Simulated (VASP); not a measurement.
# NaTlS2 (P-4m2) in VASP: a series of runs, part 2 of 2

VASP 6.6.1. The steps go on from the part before.

### Step 4. Single point, r2SCAN

Contents of POSCAR:

```
NaTlS2
1.0
    4.1044901836      0.0000000000      0.0000000000
    0.0000000000      4.1044901836      0.0000000000
    0.0000000000      0.0000000000      6.6389352453
Na S Tl
1 2 1
Direct
    0.0000000000      0.0000000000      0.0000000000
    0.0000000000      0.5000000000      0.2708669239
    0.5000000000      0.0000000000      0.7291330761
    0.5000000000      0.5000000000      0.5000000000
```

Contents of INCAR.step1:

```
  PREC = Accurate
  ENCUT = 520
  ISMEAR = 0
  SIGMA = 0.01
  LREAL = False
  LASPH = True
  NELM = 60
  NBANDS = 24
  GGA = PE
  ALGO = Normal
  EDIFF = 1E-4
  LWAVE = True
  LCHARG = False
```

Contents of INCAR.step2:

```
  PREC = Accurate
  ENCUT = 520
  EDIFF = 1E-6
  ISMEAR = 0
  SIGMA = 0.01
  LREAL = False
  LASPH = True
  NELM = 60
  ALGO = Normal
  ISIF = 2
  LWAVE = False
  LCHARG = False
  METAGGA = R2SCAN
  LMIXTAU = True
  NBANDS = 24
  ISTART = 1
```

Contents of KPOINTS:

```
regular mesh
0
Gamma
  4 4 2
```

Potentials or basis: VASP PAW PBE potentials, release 64 (Na_pv, S, Tl_d).

The run is started by

```sh
$ cat potpaw_PBE.64/Na_pv/POTCAR potpaw_PBE.64/S/POTCAR potpaw_PBE.64/Tl_d/POTCAR > POTCAR
$ cp INCAR.step1 INCAR
$ mpirun -np 1 vasp_std > vasp.out
$ cp INCAR.step2 INCAR
$ mpirun -np 1 vasp_std > vasp.out
```

OUTCAR:

```text
PREC = Accurate
   ENCUT = 520
   EDIFF = 1E-6
   ISMEAR = 0
   LREAL = False
   LASPH = True
   NELM = 60
   ISIF = 2
   METAGGA = R2SCAN
   ISTART = 1

 ion  position               nearest neighbor table
   1  0.000  0.000  0.000-   2 2.73   3 2.73   2 2.73   3 2.73
   2  0.000  0.500  0.271-   4 2.55   4 2.55   1 2.73   1 2.73
   3  0.500  0.000  0.729-   4 2.55   4 2.55   1 2.73   1 2.73
   4  0.500  0.500  0.500-   2 2.55   3 2.55   3 2.55   2 2.55

  LATTYP: Found a simple tetragonal cell.
[... 508 lines left out ...]
  FORCE on cell =-STRESS in cart. coord.  units (eV):
  Direction    XX          YY          ZZ          XY          YZ          ZX
  --------------------------------------------------------------------------------------
  -------------------------------------------------------------------------------------
  Total        0.0033908      0.0033908     -0.0700954      0.0000000      0.0000000      0.0000000
  in kB        0.0485732      0.0485732     -1.0041139      0.0000000      0.0000000      0.0000000
  external PRESSURE =      -0.3023225 kB  Pullay stress =       0.0000000 kB

 VOLUME and BASIS-vectors are now :
 -----------------------------------------------------------------------------
  energy-cutoff  :      520.00
  volume of cell :      111.85
      direct lattice vectors                 reciprocal lattice vectors
     4.104490184  0.000000000  0.000000000     0.243635617  0.000000000  0.000000000
     0.000000000  4.104490184  0.000000000     0.000000000  0.243635617  0.000000000
     0.000000000  0.000000000  6.638935245     0.000000000  0.000000000  0.150626563

 POSITION                                       TOTAL-FORCE (eV/Angst)
 -----------------------------------------------------------------------------------
      0.00000      0.00000      0.00000        -0.000000     -0.000000      0.000000
      0.00000      2.05225      1.79827        -0.000000     -0.000000     -0.012329
      2.05225      0.00000      4.84067         0.000000     -0.000000      0.012329
      2.05225      2.05225      3.31947         0.000000      0.000000      0.000000
 -----------------------------------------------------------------------------------
    total drift:                                0.000000      0.000000     -0.000000

  FREE ENERGIE OF THE ION-ELECTRON SYSTEM (eV)
  ---------------------------------------------------
  free  energy   TOTEN  =       -75.4121343234 eV

  energy  without entropy=      -75.4121343234  energy(sigma->0) =      -75.41213432
```

OUTCAR.step1:

```text
PREC = Accurate
   ENCUT = 520
   ISMEAR = 0
   LREAL = False
   LASPH = True
[... 538 lines left out ...]
      0.00000      0.00000      0.00000        -0.000000      0.000000      0.000000
      0.00000      2.05225      1.79827         0.000000      0.000000     -0.131776
      2.05225      0.00000      4.84067        -0.000000      0.000000      0.131776
      2.05225      2.05225      3.31947        -0.000000     -0.000000      0.000000
 -----------------------------------------------------------------------------------
    total drift:                                0.000000      0.000000     -0.000000

  FREE ENERGIE OF THE ION-ELECTRON SYSTEM (eV)
  ---------------------------------------------------
  free  energy   TOTEN  =       -13.8787738886 eV

  energy  without entropy=      -13.8787738886  energy(sigma->0) =      -13.87877389
```

OSZICAR.step1:

```text
N       E                     dE             d eps       ncg     rms          rms(c)
DAV:   1     0.225125897451E+03    0.22513E+03   -0.15247E+04   584   0.126E+03
DAV:   2     0.251258843399E+01   -0.22261E+03   -0.20671E+03   640   0.308E+02
DAV:   3    -0.145131625198E+02   -0.17026E+02   -0.16753E+02   744   0.808E+01
DAV:   4    -0.149096773586E+02   -0.39651E+00   -0.39618E+00   648   0.135E+01
DAV:   5    -0.149205032787E+02   -0.10826E-01   -0.10825E-01   768   0.221E+00    0.104E+01
DAV:   6    -0.138978212638E+02    0.10227E+01   -0.14478E+00   608   0.913E+00    0.812E+00
DAV:   7    -0.138723138231E+02    0.25507E-01   -0.62974E-01   704   0.426E+00    0.342E+00
DAV:   8    -0.138747424776E+02   -0.24287E-02   -0.56444E-02   648   0.215E+00    0.776E-01
DAV:   9    -0.138768605555E+02   -0.21181E-02   -0.70028E-03   640   0.558E-01    0.193E-01
DAV:  10    -0.138778430555E+02   -0.98250E-03   -0.17631E-03   656   0.342E-01    0.855E-02
DAV:  11    -0.138787184551E+02   -0.87540E-03   -0.86729E-04   624   0.164E-01    0.263E-02
DAV:  12    -0.138787738886E+02   -0.55434E-04   -0.83564E-05   520   0.507E-02
   1 F= -.13878774E+02 E0= -.13878774E+02  d E =-.130336E-16
```

It took 64 s on 1 thread of Intel Xeon Platinum 8488C (Sapphire Rapids), shared host; peak memory 0.23 GiB.

Results:

| Item | Value |
| --- | --- |
| Free energy | -75.4121 eV |
| Pressure | 0.0 GPa |
| Largest force | 0.012 eV/Å |
| Band gap on the k mesh | 1.09 eV |

Forces on the atoms (eV/Å):
```
Na   0.000  0.000  0.000
S    0.000  0.000 -0.012
S    0.000  0.000  0.012
Tl   0.000  0.000  0.000
```

Caveat: the k points lie up to 0.47 Å⁻¹ apart; the PAW data sets were made with another functional, which shifts forces and pressure a little; spin-orbit coupling is left out, which moves the levels of the heavy elements.

### Step 5. The runs side by side

```csv
level,potentials or basis,gap on the mesh (eV),pressure (GPa),largest force (eV/Å)
PBE,"VASP PAW PBE potentials, release 64 (Na_pv, S, Tl_d)",0.80,1.3,0.14
LDA,"VASP PAW LDA potentials, release 64 (Na_pv, S, Tl_d)",0.61,-1.9,0.12
r2SCAN,"VASP PAW PBE potentials, release 64 (Na_pv, S, Tl_d)",1.09,0.0,0.01
```

Alike in all rows: task single point; no spin polarisation; cell as given; k mesh 4 × 4 × 2; cutoff (eV) 520; smearing gaussian 0.01 eV.

Caveats: all runs use coarse meshes; spin-orbit coupling is left out, which moves the levels of the heavy elements; the PAW data sets were made with another functional, which shifts forces and pressure a little (at least some runs).

Absolute energies hang on the potentials; compare differences alone.
